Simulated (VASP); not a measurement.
# Cu (Immm) in VASP: notebook

Cu is run at these levels: r2SCAN; tasks: single point.

Program: VASP 6.6.1. These are calculated values, not measurements. Logs are shortened: lines on timing, memory, paths and dates and some standing lists are left out, and cuts for length are marked.

## 1. The cell of the first run

Symmetry: Immm, No. 71, orthorhombic system. Conventional cell: a = 2.492 Å, b = 2.620 Å, c = 3.615 Å, α = 90.00°, β = 90.00°, γ = 90.00°. Cu (site symmetry mmm) has 12 Cu at 2.49 to 2.62 Å within 3.3 Å.

## 2. Single point, r2SCAN (strain -0.0500 x Voigt [0, 0, 0, 0, 1, 0])

POSCAR reads:

```
Cu
1.0
   -0.0451875000      1.8075000000      1.8075000000
    1.7623125000      0.0000000000      1.7623125000
    1.8075000000      1.8075000000     -0.0451875000
Cu
1
Direct
    0.0000000000      0.0000000000      0.0000000000
```

INCAR.step1 reads:

```
SYSTEM = Cu
PREC = Accurate ; ENCUT = 520
ISMEAR = 0 ; SIGMA = 0.15
LREAL = .FALSE. ; LASPH = .TRUE.
NELM = 100 ; NBANDS = 12
GGA = PE ; ALGO = Normal
EDIFF = 1E-4 ; LWAVE = .TRUE.
LCHARG = .FALSE.
```

INCAR.step2 reads:

```
SYSTEM = Cu
PREC = Accurate ; ENCUT = 520
EDIFF = 1E-7 ; ISMEAR = 0
SIGMA = 0.15 ; LREAL = .FALSE.
LASPH = .TRUE. ; NELM = 100
ALGO = Normal ; ISIF = 2
LWAVE = .FALSE. ; LCHARG = .TRUE.
METAGGA = R2SCAN ; LMIXTAU = .TRUE.
LELF = .TRUE. ; LVHAR = .TRUE.
NBANDS = 12 ; ISTART = 1
```

KPOINTS reads:

```
Automatic mesh
0
G
  22 22 22
  0 0 0
```

Potentials or basis: VASP PAW PBE potentials, release 64 (Cu).

Run with:

```
cat potpaw_PBE.64/Cu/POTCAR > POTCAR
cp INCAR.step1 INCAR
mpirun -np 1 vasp_std > vasp.out
cp INCAR.step2 INCAR
mpirun -np 1 vasp_std > vasp.out
```

OUTCAR:

```text
SYSTEM = Cu
   PREC = Accurate
   ENCUT = 520
   EDIFF = 1E-7
   ISMEAR = 0
   LREAL = .FALSE.
   LASPH = .TRUE.
   NELM = 100
   ISIF = 2
   METAGGA = R2SCAN
   ISTART = 1

 ion  position               nearest neighbor table
   1  0.000  0.000  0.000-

  LATTYP: Found a body centered orthorhombic cell.
 ALAT       =     2.4922862386
 B/A-ratio  =     1.0512820513
 C/A-ratio  =     1.4504754486

  Lattice vectors:

 A1 = (   1.8075000000,  -1.8075000000,  -0.0451875000)
 A2 = (  -1.8075000000,  -1.8075000000,   0.0451875000)
 A3 = (   0.0451875000,   1.8075000000,  -1.8075000000)

Analysis of symmetry for initial positions (statically):
=====================================================================
 Subroutine PRICEL returns:
 Original cell was already a primitive cell.

 Routine SETGRP: Setting up the symmetry group for a
 body centered orthorhombic supercell.

 Subroutine GETGRP returns: Found  8 space group operations
 (whereof  8 operations were pure point group operations)
 out of a pool of  8 trial point group operations.

The static configuration has the point symmetry D_2h.

Analysis of symmetry for dynamics (positions and initial velocities):
=====================================================================
 Subroutine PRICEL returns:
 Original cell was already a primitive cell.

 Routine SETGRP: Setting up the symmetry group for a
 body centered orthorhombic supercell.

 Subroutine GETGRP returns: Found  8 space group operations
 (whereof  8 operations were pure point group operations)
 out of a pool of  8 trial point group operations.

The dynamic configuration has the point symmetry D_2h.

 Subroutine INISYM returns: Found  8 space group operations
 (whereof  8 operations are pure point group operations),
 and found     1 'primitive' translations

----------------------------------------------------------------------------------------

                                     Primitive cell

  volume of cell :      11.8030

  direct lattice vectors                    reciprocal lattice vectors
    -0.045187500  1.807500000  1.807500000    -0.269878217  0.276625173  0.269878217
     1.762312500  0.000000000  1.762312500     0.283718126 -0.276625173  0.283718126
     1.807500000  1.807500000 -0.045187500     0.269878217  0.276625173 -0.269878217

  length of vectors
     2.556590388  2.492286239  2.556590388     0.471370333  0.487353502  0.471370333

  position of ions in fractional coordinates (direct lattice)
     0.000000000  0.000000000  0.000000000

  ion indices of the primitive-cell ions
   primitive index   ion index
                 1           1

----------------------------------------------------------------------------------------

 KPOINTS: Automatic mesh

Automatic generation of k-mesh.
 Grid dimensions read from file:
 generate k-points for:   22   22   22

 Generating k-lattice:

  Cartesian coordinates                     Fractional coordinates (reciprocal lattice)
    -0.012267192  0.012573871  0.012267192     0.045454545  0.000000000 -0.000000000
     0.012896278 -0.012573871  0.012896278     0.000000000  0.045454545  0.000000000
     0.012267192  0.012573871 -0.012267192     0.000000000  0.000000000  0.045454545

  Length of vectors
     0.021425924  0.022152432  0.021425924

  Shift w.r.t. Gamma in fractional coordinates (k-lattice)
     0.000000000  0.000000000  0.000000000

 Subroutine IBZKPT returns following result:
 ===========================================

 Found   1530 irreducible k-points:

 Following reciprocal coordinates:
            Coordinates               Weight
  0.000000  0.000000  0.000000      1.000000
  0.045455  0.000000 -0.000000      4.000000
  0.090909  0.000000 -0.000000      4.000000
  0.136364  0.000000  0.000000      4.000000
  0.181818  0.000000 -0.000000      4.000000
  0.227273  0.000000  0.000000      4.000000
[... 16 lines left out ...]
  0.454545  0.045455  0.000000      8.000000
  0.500000  0.045455 -0.000000      8.000000
 [... further k-points ...]
   k-points           NKPTS =   1530   k-points in BZ     NKDIM =   1530   number of bands    NBANDS=     12
   number of dos      NEDOS =    301   number of ions     NIONS =      1
   total plane-waves  NPLWV =   8000
   dimension x,y,z NGX =    20 NGY =   20 NGZ =   20
   dimension x,y,z NGXF=    40 NGYF=   40 NGZF=   40
   ions per type =               1
   NGX,Y,Z   is equivalent  to a cutoff of  13.01, 13.34, 13.01 a.u.
   NGXF,Y,Z  is equivalent  to a cutoff of  26.01, 26.68, 26.01 a.u.
 SYSTEM =  Cu
   PREC   = accura    normal or accurate (medium, high low for compatibility)
   ISTART =      1    job   : 0-new  1-cont  2-samecut
   ICHARG =      0    charge: 1-file 2-atom 10-const
   ISPIN  =      1    spin polarized calculation?
   LNONCOLLINEAR =      F non collinear calculations
   LSORBIT =      F    spin-orbit coupling
   LASPH  =      T    aspherical Exc in radial PAW
   ENCUT  =  520.0 eV  38.22 Ry    6.18 a.u.   4.75  4.63  4.75*2*pi/ulx,y,z
   NELM   =    100;   NELMIN=  2; NELMDL=  0     # of ELM steps
   EDIFF  = 0.1E-06   stopping-criterion for ELM
   LREAL  =      F    real-space projection
   EDIFFG = 0.1E-05   stopping-criterion for IOM
   NSW    =      0    number of steps for IOM
   IBRION =     -1    ionic relax: 0-MD 1-quasi-New 2-CG
   NFREE  =      0    steps in history (QN), initial steepest desc. (CG)
   ISIF   =      2    stress and relaxation
   ISYM   =      2    0-nonsym 1-usesym 2-fastsym
   POTIM  = 0.5000    time-step for ionic-motion
   TEBEG  =    0.0;   TEEND  =   0.0 temperature during run
   PSTRESS=    0.0 pullay stress
   NELECT =      11.0000    total number of electrons
   NUPDOWN=      -1.0000    fix difference up-down
   EMIN   =  10.00;   EMAX   =-10.00  energy-range for DOS
   EFERMI =   0.00;   METHOD = LEGACY
   ISMEAR =     0;   SIGMA  =   0.15  broadening in eV -4-tet -1-fermi 0-gaus
   EFERMI_NEDOS =   21; number of points for ismear=-14 and -15
   IALGO  =     38    algorithm
   IMIX   =      4    mixing-type and parameters
     AMIX     =   0.40;   BMIX     =  1.00
     AMIX_MAG =   1.60;   BMIX_MAG =  1.00
  volume/ion in A,a.u.               =      11.80        79.65
  Fermi-wavevector in a.u.,A,eV,Ry     =   1.599096  3.021854 34.791576  2.557109
  Thomas-Fermi vector in A             =   2.696443
   LORBIT       =      0    0 simple, 1 ext, 2 COOP (PROOUT), +10 PAW based schemes
   METAGGA = R2SCAN    functional components
   LHFCALC =     F    Hartree Fock is set to
   AEXX    =    0.0000 exact exchange contribution
   IVDW    =     0    specifies the selected vdW correction
   LEPSILON=     F    determine dielectric tensor
   LRPA    =     F    only Hartree local field effects (RPA)
 non-spin polarized calculation
 Gauss-broadening in eV      SIGMA  =   0.15
  energy-cutoff  :      520.00
  volume of cell :       11.80
 maximum number of plane-waves:       329
   NGX =  9   NGY =  9   NGZ =  9

 number of electron      10.9999995 magnetization

 Free energy of the ion-electron system (eV)
  ---------------------------------------------------
  ext. energy  EPLUGINS =         0.00000000
  ---------------------------------------------------
  free energy    TOTEN  =       -10.81729628 eV

  energy without entropy =      -10.81421929  energy(sigma->0) =      -10.81575779

 E-fermi :   7.4144     XC(G=0): -13.7462

 val. band max:        7.4135068484   @ k =   0.2727  -0.1818   0.2727
 cond. band min:       7.4384521397   @ k =   0.4545   0.0000   0.3182
 fundamental gap:      0.0249452914
 Fermi energy:         7.4143606036

 k-point     1 :       0.0000    0.0000    0.0000
  band No.  band energies     occupation
      1      -2.2657      2.00000
      2       4.1390      2.00000
      3       4.2326      2.00000
      4       4.4015      2.00000
      5       5.0915      2.00000
      6       5.0989      2.00000
      7      30.5025      0.00000
      8      32.5815      0.00000
      9      34.1570      0.00000
     10      35.1379      0.00000
     11      35.1631      0.00000
     12      36.0432      0.00000

 k-point     2 :       0.0455    0.0000   -0.0000
  band No.  band energies     occupation
      1      -2.1901      2.00000
      2       4.1339      2.00000
      3       4.2333      2.00000
      4       4.4148      2.00000
      5       5.0879      2.00000
      6       5.0949      2.00000
      7      29.8667      0.00000
      8      31.8497      0.00000
      9      33.7344      0.00000
     10      34.8193      0.00000
     11      35.9120      0.00000
     12      36.9957      0.00000

 k-point     3 :       0.0909    0.0000   -0.0000
  band No.  band energies     occupation
      1      -1.9649      2.00000
      2       4.1069      2.00000
      3       4.2468      2.00000
      4       4.4508      2.00000
      5       5.0806      2.00000
      6       5.0866      2.00000
      7      27.9229      0.00000
      8      31.3614      0.00000
      9      33.2626      0.00000
     10      34.2116      0.00000
     11      36.6903      0.00000
     12      38.3741      0.00000
[... 286 lines left out ...]
 k-point    23 :       0.4545    0.0455    0.0000
  band No.  band energies     occupation
      1       2.0650      2.00000
      2       4.1413      2.00000
      3       4.3605      2.00000
      4       5.1161      2.00000
      5       5.6061      2.00000
      6       6.1023      2.00000
      7      12.0095      0.00000
      8      28.9834      0.00000
      9      30.0727      0.00000
     10      31.0333      0.00000
     11      34.7275      0.00000
     12      35.4160      0.00000

 k-point    24 :       0.5000    0.0455   -0.0000
  band No.  band energies     occupation
      1       2.1527      2.00000
      2       4.1273      2.00000
      3       4.3463      2.00000
      4       5.3055      2.00000
      5       5.6238      2.00000
      6       6.5165      2.00000
      7      11.1240      0.00000
      8      29.0249      0.00000
      9      30.1020      0.00000
     10      30.7995      0.00000
     11      34.3874      0.00000
     12      35.3192      0.00000

 [... further k-points ...]
[... 5 lines left out ...]
  --------------------------------------------------------------------------------------
  -------------------------------------------------------------------------------------
  Total       -0.2665103     -0.3041029     -0.2665103     -0.0000000     -0.0000000      0.3152972
  in kB      -36.1768815    -41.2798100    -36.1768815     -0.0000000     -0.0000000     42.7993606
  external PRESSURE =     -37.8778577 kB  Pullay stress =       0.0000000 kB

 VOLUME and BASIS-vectors are now :
 -----------------------------------------------------------------------------
  energy-cutoff  :      520.00
  volume of cell :       11.80
      direct lattice vectors                 reciprocal lattice vectors
    -0.045187500  1.807500000  1.807500000    -0.269878217  0.276625173  0.269878217
     1.762312500  0.000000000  1.762312500     0.283718126 -0.276625173  0.283718126
     1.807500000  1.807500000 -0.045187500     0.269878217  0.276625173 -0.269878217

 POSITION                                       TOTAL-FORCE (eV/Angst)
 -----------------------------------------------------------------------------------
      0.00000      0.00000      0.00000         0.000000      0.000000      0.000000
 -----------------------------------------------------------------------------------
    total drift:                                0.000000     -0.000000      0.000000

  FREE ENERGIE OF THE ION-ELECTRON SYSTEM (eV)
  ---------------------------------------------------
  free  energy   TOTEN  =       -10.8172962825 eV

  energy  without entropy=      -10.8142192942  energy(sigma->0) =      -10.81575779
```

It took 6.7 min on 1 thread of Intel Xeon 6975P-C (Granite Rapids), shared host; peak memory 0.31 GiB.

Results:

```
Free energy            : -10.8173 eV
Pressure               : -3.8 GPa
Band gap on the k mesh : zero (an odd number of electrons rules out a gap without spin polarisation)
```

Stress tensor (GPa, compression positive):
```
-3.62  0.00  4.28
 0.00 -4.13  0.00
 4.28  0.00 -3.62
```

Levels at points of the mesh, in eV from the Fermi level:
```csv
k point,band 2,band 3,band 4,band 5,band 6,band 7,band 8,band 9,band 10,band 11
"(0.00, 0.00, 0.00)",-3.28,-3.18,-3.01,-2.32,-2.32,23.09,25.17,26.74,27.72,27.75
"(0.50, 0.00, 0.00)",-3.30,-3.05,-1.82,-1.71,-1.28,3.62,22.03,23.59,24.12,26.11
"(0.00, 0.50, 0.00)",-3.33,-3.09,-1.77,-1.67,-0.81,4.33,21.36,22.25,23.14,25.30
"(0.50, 0.50, 0.00)",-4.59,-1.80,-1.59,-1.57,1.59,7.45,13.77,13.77,18.13,21.16
"(0.50, 0.00, 0.50)",-4.60,-1.77,-1.60,-1.58,1.57,7.43,12.55,15.03,17.77,21.55
```

Caveat: the cell differs from its parent crystal (strain -0.0500 x Voigt [0, 0, 0, 0, 1, 0]); the cell stands under tension; the PAW data sets were made with another functional, which shifts forces and pressure a little.

## 3. Single point, r2SCAN (strain +0.0250 x Voigt [0, 0, 0, 0, 1, 0])

POSCAR reads:

```
Cu
1.0
    0.0225937500      1.8075000000      1.8075000000
    1.8300937500      0.0000000000      1.8300937500
    1.8075000000      1.8075000000      0.0225937500
Cu
1
Direct
    0.0000000000      0.0000000000      0.0000000000
```

INCAR.step1 reads:

```
SYSTEM = Cu
ALGO = Normal ; EDIFF = 1E-4
ENCUT = 520 ; GGA = PE
ISMEAR = 0 ; LASPH = .TRUE.
LCHARG = .FALSE. ; LREAL = .FALSE.
LWAVE = .TRUE. ; NBANDS = 12
NELM = 80 ; PREC = Accurate
SIGMA = 0.15
```

INCAR.step2 reads:

```
SYSTEM = Cu
ALGO = Normal ; EDIFF = 1E-7
ENCUT = 520 ; ISIF = 2
ISMEAR = 0 ; ISTART = 1
LASPH = .TRUE. ; LCHARG = .FALSE.
LMIXTAU = .TRUE. ; LREAL = .FALSE.
LWAVE = .FALSE. ; METAGGA = R2SCAN
NBANDS = 12 ; NELM = 80
PREC = Accurate ; SIGMA = 0.15
```

KPOINTS reads:

```
k-points
0
G
  22 22 22
  0 0 0
```

Potentials or basis: VASP PAW PBE potentials, release 64 (Cu).

Run with:

```
cat potpaw_PBE.64/Cu/POTCAR > POTCAR
cp INCAR.step1 INCAR
mpirun -np 1 vasp_std > vasp.out
cp INCAR.step2 INCAR
mpirun -np 1 vasp_std > vasp.out
```

It took 6.1 min on 1 thread of Intel Xeon 6975P-C (Granite Rapids), shared host; peak memory 0.31 GiB.

It converged, with:

```
Free energy            : -10.8232 eV
Pressure               : -4.1 GPa
Band gap on the k mesh : zero (an odd number of electrons rules out a gap without spin polarisation)
```

Stress tensor (GPa, compression positive):
```
-4.07  0.00 -2.21
 0.00 -4.18  0.00
-2.21  0.00 -4.07
```

Levels at points of the mesh, in eV from the Fermi level:
```csv
k point,band 3,band 4,band 5,band 6,band 7,band 8,band 9,band 10
"(0.00, 0.00, 0.00)",-3.14,-3.07,-2.32,-2.32,23.31,25.79,26.51,27.06
"(0.50, 0.00, 0.00)",-3.13,-1.75,-1.70,-0.92,4.15,21.66,22.69,23.10
"(0.00, 0.50, 0.00)",-3.11,-1.77,-1.72,-1.16,3.80,22.02,23.30,23.62
"(0.50, 0.50, 0.00)",-1.77,-1.58,-1.57,1.59,7.44,13.77,13.77,18.12
"(0.50, 0.00, 0.50)",-1.76,-1.58,-1.57,1.59,7.44,13.15,14.39,18.02
```

Caveat: the cell differs from its parent crystal (strain +0.0250 x Voigt [0, 0, 0, 0, 1, 0]); the cell stands under tension; the PAW data sets were made with another functional, which shifts forces and pressure a little.

The gap in the log of VASP goes by the Fermi energy; the results here count the filled bands.